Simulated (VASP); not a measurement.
# B5P4 in VASP: relaxation of the atoms with PBE

Aim: the relaxation of the atoms of B5P4 with PBE.

All numbers are computed with VASP 6.6.1; they aren't measurements. Logs are shortened: lines on timing, memory, paths and dates and some standing lists are left out, and cuts for length are marked.

## (1) The cell of the first run

The cell holds a slab with vacuum, 9 atoms: a = 3.216 Å, b = 3.216 Å, c = 24.097 Å, α = 90.00°, β = 90.00°, γ = 90.00°.

## (2) Relaxation of the atoms, PBE

Contents of INCAR:

```
SYSTEM = B5P4
ALGO = Normal ; DIPOL = 0.5 0.5 0.500
EDIFF = 1E-6 ; EDIFFG = -0.02
ENCUT = 520 ; GGA = PE
IBRION = 2 ; IDIPOL = 3
ISIF = 2 ; ISMEAR = 0
LASPH = .TRUE. ; LCHARG = .FALSE.
LDIPOL = .TRUE. ; LREAL = .FALSE.
LWAVE = .FALSE. ; NELM = 80
NSW = 80 ; PREC = Accurate
SIGMA = 0.05
```

Contents of KPOINTS:

```
k-points
0
G
  8 8 1
  0 0 0
```

Contents of POSCAR:

```
B5P4
1.0
    3.2161364064      0.0000000000      0.0000000000
    0.0000000000      3.2161364064      0.0000000000
    0.0000000000      0.0000000000     24.0966074486
B P
5 4
Direct
    0.5000000000      0.5000000000      0.3112471337
    0.0000000000      0.0000000000      0.4056235668
    0.5000000000      0.5000000000      0.5000000000
    0.0000000000      0.0000000000      0.5943764332
    0.5000000000      0.5000000000      0.6887528663
    0.5000000000      0.0000000000      0.3584353503
    0.0000000000      0.5000000000      0.4528117834
    0.5000000000      0.0000000000      0.5471882166
    0.0000000000      0.5000000000      0.6415646497
```

Potentials or basis: VASP PAW PBE potentials, release 64 (B, P).

The run is started by

```console
> cat potpaw_PBE.64/B/POTCAR potpaw_PBE.64/P/POTCAR > POTCAR
> mpirun -np 1 vasp_std > vasp.out
```

OUTCAR:

```text
SYSTEM = B5P4
   EDIFF = 1E-6
   EDIFFG = -0.02
   ENCUT = 520
   GGA = PE
   IBRION = 2
   ISIF = 2
   ISMEAR = 0
   LASPH = .TRUE.
   LREAL = .FALSE.
   NELM = 80
   NSW = 80
   PREC = Accurate

 ion  position               nearest neighbor table
   1  0.500  0.500  0.311-   6 1.97   6 1.97
   2  0.000  0.000  0.406-   6 1.97   6 1.97   7 1.97   7 1.97
   3  0.500  0.500  0.500-   7 1.97   8 1.97   8 1.97   7 1.97
   4  0.000  0.000  0.594-   9 1.97   9 1.97   8 1.97   8 1.97
   5  0.500  0.500  0.689-   9 1.97   9 1.97
   6  0.500  0.000  0.358-   2 1.97   2 1.97   1 1.97   1 1.97
   7  0.000  0.500  0.453-   2 1.97   3 1.97   2 1.97   3 1.97
   8  0.500  0.000  0.547-   3 1.97   4 1.97   3 1.97   4 1.97
   9  0.000  0.500  0.642-   4 1.97   4 1.97   5 1.97   5 1.97

  LATTYP: Found a simple tetragonal cell.
 ALAT       =     3.2161364064
 C/A-ratio  =     7.4924084068

  Lattice vectors:

 A1 = (   3.2161364064,   0.0000000000,   0.0000000000)
 A2 = (   0.0000000000,   3.2161364064,   0.0000000000)
 A3 = (   0.0000000000,   0.0000000000,  24.0966074486)

Analysis of symmetry for initial positions (statically):
=====================================================================
 Subroutine PRICEL returns:
 Original cell was already a primitive cell.

 Routine SETGRP: Setting up the symmetry group for a
 simple tetragonal supercell.

 Subroutine GETGRP returns: Found  8 space group operations
 (whereof  8 operations were pure point group operations)
 out of a pool of 16 trial point group operations.

The static configuration has the point symmetry D_2d.

Analysis of symmetry for dynamics (positions and initial velocities):
=====================================================================
 Subroutine PRICEL returns:
 Original cell was already a primitive cell.

 Routine SETGRP: Setting up the symmetry group for a
 simple tetragonal supercell.

 Subroutine GETGRP returns: Found  8 space group operations
 (whereof  8 operations were pure point group operations)
 out of a pool of 16 trial point group operations.

The dynamic configuration has the point symmetry D_2d.

 Subroutine INISYM returns: Found  8 space group operations
 (whereof  8 operations are pure point group operations),
 and found     1 'primitive' translations

----------------------------------------------------------------------------------------

                                     Primitive cell

  volume of cell :     249.2441

  direct lattice vectors                    reciprocal lattice vectors
     3.216136406  0.000000000  0.000000000     0.310932085  0.000000000  0.000000000
     0.000000000  3.216136406  0.000000000     0.000000000  0.310932085  0.000000000
     0.000000000  0.000000000 24.096607449     0.000000000  0.000000000  0.041499618

  length of vectors
     3.216136406  3.216136406 24.096607449     0.310932085  0.310932085  0.041499618

  position of ions in fractional coordinates (direct lattice)
     0.500000000  0.500000000  0.311247134
     0.000000000  0.000000000  0.405623567
     0.500000000  0.500000000  0.500000000
     0.000000000  0.000000000  0.594376433
     0.500000000  0.500000000  0.688752866
     0.500000000  0.000000000  0.358435350
     0.000000000  0.500000000  0.452811783
     0.500000000  0.000000000  0.547188217
     0.000000000  0.500000000  0.641564650

  ion indices of the primitive-cell ions
   primitive index   ion index
                 1           1
                 2           2
                 3           3
                 4           4
                 5           5
                 6           6
                 7           7
                 8           8
                 9           9
[... 41 lines left out ...]
  0.375000  0.375000  0.000000      4.000000
  0.500000  0.375000  0.000000      4.000000
  0.500000  0.500000  0.000000      1.000000
   k-points           NKPTS =     15   k-points in BZ     NKDIM =     15   number of bands    NBANDS=     22
   number of dos      NEDOS =    301   number of ions     NIONS =      9
   total plane-waves  NPLWV = 103680
   dimension x,y,z NGX =    24 NGY =   24 NGZ =  180
   dimension x,y,z NGXF=    48 NGYF=   48 NGZF=  360
   ions per type =               5   4
   NGX,Y,Z   is equivalent  to a cutoff of  12.41, 12.41, 12.42 a.u.
   NGXF,Y,Z  is equivalent  to a cutoff of  24.81, 24.81, 24.84 a.u.
 SYSTEM =  B5P4
   PREC   = accura    normal or accurate (medium, high low for compatibility)
   ISTART =      0    job   : 0-new  1-cont  2-samecut
   ICHARG =      2    charge: 1-file 2-atom 10-const
   ISPIN  =      1    spin polarized calculation?
   LNONCOLLINEAR =      F non collinear calculations
   LSORBIT =      F    spin-orbit coupling
   LASPH  =      T    aspherical Exc in radial PAW
   ENCUT  =  520.0 eV  38.22 Ry    6.18 a.u.   5.98  5.98 44.80*2*pi/ulx,y,z
   NELM   =     80;   NELMIN=  2; NELMDL= -5     # of ELM steps
   EDIFF  = 0.1E-05   stopping-criterion for ELM
   LREAL  =      F    real-space projection
   EDIFFG = -.2E-01   stopping-criterion for IOM
   NSW    =     80    number of steps for IOM
   IBRION =      2    ionic relax: 0-MD 1-quasi-New 2-CG
   NFREE  =      1    steps in history (QN), initial steepest desc. (CG)
   ISIF   =      2    stress and relaxation
   ISYM   =      2    0-nonsym 1-usesym 2-fastsym
   POTIM  = 0.5000    time-step for ionic-motion
   TEBEG  =    0.0;   TEEND  =   0.0 temperature during run
   PSTRESS=    0.0 pullay stress
   NELECT =      35.0000    total number of electrons
   NUPDOWN=      -1.0000    fix difference up-down
   EMIN   =  10.00;   EMAX   =-10.00  energy-range for DOS
   EFERMI =   0.00;   METHOD = LEGACY
   ISMEAR =     0;   SIGMA  =   0.05  broadening in eV -4-tet -1-fermi 0-gaus
   EFERMI_NEDOS =   21; number of points for ismear=-14 and -15
   IALGO  =     38    algorithm
   IMIX   =      4    mixing-type and parameters
     AMIX     =   0.40;   BMIX     =  1.00
     AMIX_MAG =   1.60;   BMIX_MAG =  1.00
  volume/ion in A,a.u.               =      27.69       186.89
  Fermi-wavevector in a.u.,A,eV,Ry     =   0.850921  1.608008  9.851523  0.724067
  Thomas-Fermi vector in A             =   1.966974
   LORBIT       =      0    0 simple, 1 ext, 2 COOP (PROOUT), +10 PAW based schemes
   GGA     = PE    functional components
   LHFCALC =     F    Hartree Fock is set to
   AEXX    =    0.0000 exact exchange contribution
   IVDW    =     0    specifies the selected vdW correction
   LEPSILON=     F    determine dielectric tensor
   LRPA    =     F    only Hartree local field effects (RPA)
 conjugate gradient relaxation of ions
 non-spin polarized calculation
 Gauss-broadening in eV      SIGMA  =   0.05
  energy-cutoff  :      520.00
  volume of cell :      249.24
 maximum number of plane-waves:      6784
 NGX is ok and might be reduce to    24
   NGX = 11   NGY = 11   NGZ = 89

--------------------------------------- Ionic step        1  -------------------------------------------

 number of electron      34.9999990 magnetization

 Free energy of the ion-electron system (eV)
  ---------------------------------------------------
  ext. energy  EPLUGINS =         0.00000000
  ---------------------------------------------------
  free energy    TOTEN  =       -51.72227255 eV

  energy without entropy =      -51.71113700  energy(sigma->0) =      -51.71670478

------------------------ aborting loop because EDIFF is reached ----------------------------------------

  FORCE on cell =-STRESS in cart. coord.  units (eV):
  Direction    XX          YY          ZZ          XY          YZ          ZX
  --------------------------------------------------------------------------------------
  -------------------------------------------------------------------------------------
  Total       -2.7100258     -2.7100258     -4.4477856      0.0000000     -0.0000000      0.0000000
  in kB      -17.4204429    -17.4204429    -28.5910173      0.0000000     -0.0000000      0.0000000
  external PRESSURE =     -21.1439677 kB  Pullay stress =       0.0000000 kB
[... 110 lines left out ...]
  FREE ENERGIE OF THE ION-ELECTRON SYSTEM (eV)
  ---------------------------------------------------
  free  energy   TOTEN  =       -52.0343102861 eV

  energy  without entropy=      -52.0227509158  energy(sigma->0) =      -52.02853060

[... ionic steps 4 to 9 ...]

--------------------------------------- Ionic step       10  -------------------------------------------

 number of electron      34.9999992 magnetization

 dipolmoment           0.000000      0.000000      0.000000 electrons x Angstroem

------------------------ aborting loop because EDIFF is reached ----------------------------------------

  FORCE on cell =-STRESS in cart. coord.  units (eV):
  Direction    XX          YY          ZZ          XY          YZ          ZX
  --------------------------------------------------------------------------------------
  -------------------------------------------------------------------------------------
  Total       -1.1397681     -1.1397681     -0.1195664      0.0000000      0.0000000      0.0000000
  in kB       -7.3265963     -7.3265963     -0.7685904      0.0000000      0.0000000      0.0000000
  external PRESSURE =      -5.1405943 kB  Pullay stress =       0.0000000 kB
[... 73 lines left out ...]
--------------------------------------- Ionic step       12  -------------------------------------------

 number of electron      34.9999992 magnetization

 dipolmoment           0.000000      0.000000     -0.000000 electrons x Angstroem

 Free energy of the ion-electron system (eV)
  ---------------------------------------------------
  ext. energy  EPLUGINS =         0.00000000
  ---------------------------------------------------
  free energy    TOTEN  =       -52.08358339 eV

  energy without entropy =      -52.07292189  energy(sigma->0) =      -52.07825264

 E-fermi :  -0.1206     XC(G=0):  -5.2823

 val. band max:       -0.1412962195   @ k =   0.2500   0.1250   0.0000
 cond. band min:      -0.0912093186   @ k =   0.1250   0.1250   0.0000
 fundamental gap:      0.0500869009
 Fermi energy:        -0.1206245104

 k-point     1 :       0.0000    0.0000    0.0000
  band No.  band energies     occupation
      1     -15.7255      2.00000
      2     -14.9808      2.00000
      3     -13.7850      2.00000
      4     -12.2316      2.00000
      5      -8.5566      2.00000
      6      -6.6485      2.00000
[... 364 lines left out ...]
     21       1.6989      0.00000
     22       2.7145      0.00000

------------------------ aborting loop because EDIFF is reached ----------------------------------------

 vacuum level on the upper side and lower side of the slab       (xc-potential included)        -0.009        -0.009

  FORCE on cell =-STRESS in cart. coord.  units (eV):
  Direction    XX          YY          ZZ          XY          YZ          ZX
  --------------------------------------------------------------------------------------
  -------------------------------------------------------------------------------------
  Total       -1.0871574     -1.0871574     -0.0655752      0.0000000      0.0000000      0.0000000
  in kB       -6.9884072     -6.9884072     -0.4215272      0.0000000      0.0000000      0.0000000
  external PRESSURE =      -4.7994472 kB  Pullay stress =       0.0000000 kB
[... 24 lines left out ...]
  FREE ENERGIE OF THE ION-ELECTRON SYSTEM (eV)
  ---------------------------------------------------
  free  energy   TOTEN  =       -52.0835833888 eV

  energy  without entropy=      -52.0729218888  energy(sigma->0) =      -52.07825264

 reached required accuracy - stopping structural energy minimisation

 vacuum level on the upper side and lower side of the slab         5.375         5.375
```

It took 7.8 min on 1 thread of Intel Xeon Platinum 8488C (Sapphire Rapids), shared host; peak memory 0.34 GiB.

Results:

```yaml
Free_energy: -52.0836 eV
Energy_gained_by_relaxing: 40.1 meV/atom
Ionic_steps: 12
Largest_force_after_relaxing: 0.011 eV/Å
Band_gap_on_the_k_mesh: zero (an odd number of electrons rules out a gap without spin polarisation)
```

Forces in eV/Å, atoms in the order of the input:
```
B    0.000  0.000  0.001
B    0.000  0.000 -0.008
B    0.000  0.000  0.000
B    0.000  0.000  0.008
B    0.000  0.000 -0.001
P    0.000  0.000  0.011
P    0.000  0.000 -0.011
P    0.000  0.000  0.011
P    0.000  0.000 -0.011
```

The path:
```csv
step,energy change (eV),largest force (eV/Å),pressure (GPa)
1,0.0000,1.7849,-2.11
2,-0.3120,0.4926,-1.54
3,-0.3120,0.4931,-1.54
4,-0.3414,0.2058,-1.31
5,-0.3436,0.1707,-1.21
6,-0.3483,0.1382,-1.11
7,-0.3484,0.1792,-1.10
8,-0.3530,0.1430,-0.98
9,-0.3607,0.0480,-0.63
10,-0.3612,0.0391,-0.51
11,-0.3613,0.0323,-0.46
12,-0.3613,0.0114,-0.48
```

Final structure:
```
B P
1.0
     3.21614    0.00000    0.00000
     0.00000    3.21614    0.00000
     0.00000    0.00000   24.09661
B P
5 4
Direct
  0.50000 0.50000 0.31853
  0.00000 0.00000 0.40621
  0.50000 0.50000 0.50000
  0.00000 0.00000 0.59379
  0.50000 0.50000 0.68147
  0.50000 0.00000 0.35762
  0.00000 0.50000 0.45272
  0.50000 0.00000 0.54728
  0.00000 0.50000 0.64238
```

The gap in the log of VASP goes by the Fermi energy; the results here count the filled bands.